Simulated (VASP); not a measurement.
# AlFe (Pm-3m) in VASP: a series of runs

Runs on AlFe. Level: LDA. Tasks: single point.

Program: VASP 6.6.1. These are calculated values, not measurements. Logs are shortened: lines on timing, memory, paths and dates and some standing lists are left out, and cuts for length are marked.

### Step 1. The cell of the first run

The structure is cubic, space group Pm-3m (No. 221). The conventional cell has a = 2.910 Å, b = 2.910 Å, c = 2.910 Å, α = 90.00°, β = 90.00°, γ = 90.00°. Within 3.3 Å of Al (site symmetry m-3m) lie 8 Fe at 2.52 Å and 6 Al at 2.91 Å. Fe (site symmetry m-3m) has 8 Al at 2.52 Å and 6 Fe at 2.91 Å within 3.3 Å.

### Step 2. Single point, LDA, collinear spin, ferromagnetic start

INCAR reads:

```
SYSTEM = AlFe
ALGO = Normal ; EDIFF = 1E-6
ENCUT = 520 ; GGA = CA
ISIF = 2 ; ISMEAR = 0
ISPIN = 2 ; LASPH = .True.
LCHARG = .False. ; LMAXMIX = 4
LORBIT = 11 ; LREAL = .False.
LWAVE = .False. ; MAGMOM = 0 0.84
NBANDS = 16 ; NELM = 150
PREC = Accurate ; SIGMA = 0.05
```

KPOINTS reads:

```
k-points
0
Gamma
  10 10 10
  0 0 0
```

POSCAR reads:

```
AlFe
1.0
    2.9100011415      0.0000000000      0.0000000000
    0.0000000000      2.9100011415      0.0000000000
    0.0000000000      0.0000000000      2.9100011415
Al Fe
1 1
Direct
    0.0000000000      0.0000000000      0.0000000000
    0.5000000000      0.5000000000      0.5000000000
```

Potentials or basis: VASP PAW LDA potentials, release 64 (Al, Fe).

Command:

```console
cat potpaw_LDA.64/Al/POTCAR potpaw_LDA.64/Fe/POTCAR > POTCAR
mpirun -np 1 vasp_std > vasp.out
```

OUTCAR:

```text
SYSTEM = AlFe
   EDIFF = 1E-6
   ENCUT = 520
   GGA = CA
   ISIF = 2
   ISMEAR = 0
   ISPIN = 2
   LASPH = .True.
   LORBIT = 11
   LREAL = .False.
   NELM = 150
   PREC = Accurate

 ion  position               nearest neighbor table
   1  0.000  0.000  0.000-   2 2.52   2 2.52   2 2.52   2 2.52   2 2.52   2 2.52   2 2.52   2 2.52

   2  0.500  0.500  0.500-   1 2.52   1 2.52   1 2.52   1 2.52   1 2.52   1 2.52   1 2.52   1 2.52

  LATTYP: Found a simple cubic cell.
 ALAT       =     2.9100011415

  Lattice vectors:

 A1 = (   2.9100011415,   0.0000000000,   0.0000000000)
 A2 = (   0.0000000000,   2.9100011415,   0.0000000000)
 A3 = (   0.0000000000,   0.0000000000,   2.9100011415)

Analysis of symmetry for initial positions (statically):
=====================================================================
 Subroutine PRICEL returns:
 Original cell was already a primitive cell.

 Routine SETGRP: Setting up the symmetry group for a
 simple cubic supercell.

 Subroutine GETGRP returns: Found 48 space group operations
 (whereof 48 operations were pure point group operations)
 out of a pool of 48 trial point group operations.

The static configuration has the point symmetry O_h .

Analysis of symmetry for dynamics (positions and initial velocities):
=====================================================================
 Subroutine PRICEL returns:
 Original cell was already a primitive cell.

 Routine SETGRP: Setting up the symmetry group for a
 simple cubic supercell.

 Subroutine GETGRP returns: Found 48 space group operations
 (whereof 48 operations were pure point group operations)
 out of a pool of 48 trial point group operations.

The dynamic configuration has the point symmetry O_h .

Analysis of structural, dynamic, and magnetic symmetry:
=====================================================================
 Subroutine PRICEL returns:
 Original cell was already a primitive cell.

 Routine SETGRP: Setting up the symmetry group for a
 simple cubic supercell.

 Subroutine GETGRP returns: Found 48 space group operations
 (whereof 48 operations were pure point group operations)
 out of a pool of 48 trial point group operations.

The overall configuration has the point symmetry O_h .

 Subroutine INISYM returns: Found 48 space group operations
 (whereof 48 operations are pure point group operations),
 and found     1 'primitive' translations

----------------------------------------------------------------------------------------

[... 116 lines left out ...]
   LORBIT       =     11    0 simple, 1 ext, 2 COOP (PROOUT), +10 PAW based schemes
   GGA     = CA    functional components
   LHFCALC =     F    Hartree Fock is set to
   AEXX    =    0.0000 exact exchange contribution
   IVDW    =     0    specifies the selected vdW correction
   LEPSILON=     F    determine dielectric tensor
   LRPA    =     F    only Hartree local field effects (RPA)
 spin polarized calculation
 Gauss-broadening in eV      SIGMA  =   0.05
  energy-cutoff  :      520.00
  volume of cell :       24.64
 maximum number of plane-waves:       691
 NGX is ok and might be reduce to    24
   NGX = 11   NGY = 11   NGZ = 11

 number of electron      10.9999994 magnetization       0.7290692

 Free energy of the ion-electron system (eV)
  ---------------------------------------------------
  ext. energy  EPLUGINS =         0.00000000
  ---------------------------------------------------
  free energy    TOTEN  =       -14.19949795 eV

  energy without entropy =      -14.19625528  energy(sigma->0) =      -14.19787662

 E-fermi :   7.4260     XC(G=0): -12.1980

 val. band max:        7.4238313966   @ k =   0.2000   0.0000   0.0000
 cond. band min:       7.4356499742   @ k =   0.2000   0.1000   0.0000
 fundamental gap:      0.0118185776
 Fermi energy:         7.4260366849

 spin component 1

 k-point     1 :       0.0000    0.0000    0.0000
  band No.  band energies     occupation
      1      -2.7373      1.00000
      2       4.9836      1.00000
      3       4.9836      1.00000
      4       7.1127      1.00000
      5       7.1127      1.00000
      6       7.1127      1.00000
[... 435 lines left out ...]
      5       6.4426      1.00000
      6       6.9987      1.00000
[... 8 lines left out ...]
     15      27.1562      0.00000
     16      27.6459      0.00000

 [... further k-points ...]

 spin component 2

 k-point     1 :       0.0000    0.0000    0.0000
  band No.  band energies     occupation
      1      -2.6973      1.00000
      2       5.4143      1.00000
      3       5.4143      1.00000
      4       7.8257      0.00000
      5       7.8257      0.00000
      6       7.8257      0.00000
[... 435 lines left out ...]
      5       7.0574      1.00000
      6       7.6959      0.00000
[... 8 lines left out ...]
     15      27.2661      0.00000
     16      27.7185      0.00000

 [... further k-points ...]

------------------------ aborting loop because EDIFF is reached ----------------------------------------

  FORCE on cell =-STRESS in cart. coord.  units (eV):
  Direction    XX          YY          ZZ          XY          YZ          ZX
  --------------------------------------------------------------------------------------
  -------------------------------------------------------------------------------------
  Total       -2.4559834     -2.4559834     -2.4559834      0.0000000     -0.0000000      0.0000000
  in kB     -159.6822120   -159.6822120   -159.6822120      0.0000000     -0.0000000      0.0000000
  external PRESSURE =    -159.6822120 kB  Pullay stress =       0.0000000 kB

 VOLUME and BASIS-vectors are now :
 -----------------------------------------------------------------------------
  energy-cutoff  :      520.00
  volume of cell :       24.64
      direct lattice vectors                 reciprocal lattice vectors
     2.910001141  0.000000000  0.000000000     0.343642477  0.000000000  0.000000000
     0.000000000  2.910001141  0.000000000     0.000000000  0.343642477  0.000000000
     0.000000000  0.000000000  2.910001141     0.000000000  0.000000000  0.343642477

 POSITION                                       TOTAL-FORCE (eV/Angst)
 -----------------------------------------------------------------------------------
      0.00000      0.00000      0.00000         0.000000      0.000000      0.000000
      1.45500      1.45500      1.45500         0.000000      0.000000      0.000000
 -----------------------------------------------------------------------------------
    total drift:                                0.000000     -0.000000     -0.000000

  FREE ENERGIE OF THE ION-ELECTRON SYSTEM (eV)
  ---------------------------------------------------
  free  energy   TOTEN  =       -14.1994979544 eV

  energy  without entropy=      -14.1962552834  energy(sigma->0) =      -14.19787662

 total charge

# of ion       s       p       d       tot
------------------------------------------
    1        0.401   0.425   0.000   0.826
    2        0.420   0.469   6.484   7.372
--------------------------------------------------
tot          0.821   0.894   6.484   8.198

 magnetization (x)

# of ion       s       p       d       tot
------------------------------------------
    1       -0.007  -0.014   0.000  -0.021
    2       -0.001   0.006   0.752   0.758
--------------------------------------------------
tot         -0.007  -0.008   0.752   0.737
```

Wall time 12 s (1 thread of Intel Xeon 6975P-C (Granite Rapids), shared host); peak memory 0.15 GiB.

Results:

```yaml
Free_energy: -14.1995 eV
Pressure: -16.0 GPa
Net_moment: 0.73 μB per cell
Site_moments: Al -0.02; Fe +0.76 μB
Valence_electrons_inside_the_program's_atomic_spheres: Al 0.83; Fe 7.37
```

Caveat: the cell stands under tension.

### Step 3. Single point, LDA, collinear spin, ferromagnetic start

INCAR reads:

```
SYSTEM = AlFe
ALGO = Normal
EDIFF = 1E-7
ENCUT = 520
GGA = CA
ISIF = 2
ISMEAR = 0
ISPIN = 2
LASPH = .TRUE.
LCHARG = .FALSE.
LMAXMIX = 4
LORBIT = 11
LREAL = .FALSE.
LWAVE = .FALSE.
MAGMOM = 0 2.5
NBANDS = 16
NELM = 150
PREC = Accurate
SIGMA = 0.05
```

KPOINTS reads:

```
k-points
0
G
  12 12 12
  0 0 0
```

POSCAR is that of step 2.

Potentials or basis: VASP PAW LDA potentials, release 64 (Al, Fe).

Command:

```console
cat potpaw_LDA.64/Al/POTCAR potpaw_LDA.64/Fe/POTCAR > POTCAR
mpirun -np 1 vasp_std > vasp.out
```

It took 18 s on 1 thread of Intel Xeon 6975P-C (Granite Rapids), shared host; peak memory 0.17 GiB.

The run converged. Its results:

```
Free energy                                           : -14.1982 eV
Pressure                                              : -16.1 GPa
Net moment                                            : 0.67 μB per cell
Site moments                                          : Al -0.02; Fe +0.69 μB
Valence electrons inside the program's atomic spheres : Al 0.83; Fe 7.37
```

Levels at points of the mesh, in eV from the Fermi level:
Spin up:
```
           k point  band 3  band 4  band 5  band 6  band 7  band 8  band 9  band 10
(0.00, 0.00, 0.00)   -2.38   -0.27   -0.27   -0.27    6.13    6.13    6.13     9.21
(0.50, 0.00, 0.00)   -1.80   -1.18   -1.18   -0.15    0.82    8.72   10.81    10.81
(0.50, 0.50, 0.00)   -2.01   -2.01   -0.95   -0.95    0.40    3.09    3.86    12.27
(0.50, 0.50, 0.50)   -3.40    0.44    0.44    2.98    2.98    2.98    3.83     5.78
```
Spin down:
```csv
k point,band 3,band 4,band 5,band 6,band 7,band 8
"(0.00, 0.00, 0.00)",-2.01,0.40,0.40,0.40,6.18,6.18
"(0.50, 0.00, 0.00)",-1.38,-0.60,-0.60,0.53,1.31,8.69
"(0.50, 0.50, 0.00)",-1.97,-1.97,-0.33,-0.33,0.92,3.41
"(0.50, 0.50, 0.50)",-3.06,0.96,0.96,3.06,3.06,3.06
```

Caveat: the cell stands under tension.

### Step 4. Single point, LDA, non-collinear spin, typed start, spin-orbit coupling

INCAR reads:

```
ALGO = Normal ; EDIFF = 1E-7
ENCUT = 520 ; GGA_COMPAT = F
ISIF = 2 ; ISMEAR = 0
LASPH = T ; LCHARG = F
LMAXMIX = 4 ; LNONCOLLINEAR = T
LORBIT = 11 ; LORBMOM = T
LREAL = F ; LSORBIT = T
LWAVE = F ; MAGMOM = 0 0 0 0 0 0.84
NBANDS = 23 ; NELM = 150
PREC = Accurate ; SIGMA = 0.05
```

KPOINTS reads:

```
k-points
0
Gamma
  12 12 12
```

POSCAR is that of step 3.

Command:

```console
cat potpaw_LDA.64/Al/POTCAR potpaw_LDA.64/Fe/POTCAR > POTCAR
mpirun -np 1 vasp_ncl > vasp.out
```

It took 1.8 min on 1 thread of Intel Xeon 6975P-C (Granite Rapids), shared host; peak memory 0.34 GiB.

The run converged. Its results:

| Property | Result |
| --- | --- |
| Free energy | -14.2055 eV |
| Pressure | -16.1 GPa |
| Net moment | 0.67 μB per cell |
| Valence electrons inside the program's atomic spheres | Al 0.83; Fe 7.37 |

Moments on the atoms (μB; x, y, z):
```
Al   0.00  0.00 -0.02
Fe   0.00  0.00  0.69
```

Caveat: the cell stands under tension.

### Step 5. Summary

```tsv
spin	k mesh	gap on the mesh (eV)	pressure (GPa)	moment (μB)
collinear, ferromagnetic start	10 × 10 × 10	none	-16.0	0.73
collinear, ferromagnetic start	12 × 12 × 12	none	-16.1	0.67
non-collinear, typed start, SOC	12 × 12 × 12	-	-16.1	0.67
```

Alike in all rows: task single point; level LDA; potentials or basis VASP PAW LDA potentials, release 64 (Al, Fe); cell as given; cutoff (eV) 520; smearing gaussian 0.05 eV.

Caveats: the cell stands under tension.

Total energies depend on the potentials used, so only differences within one code and one set of settings carry meaning.
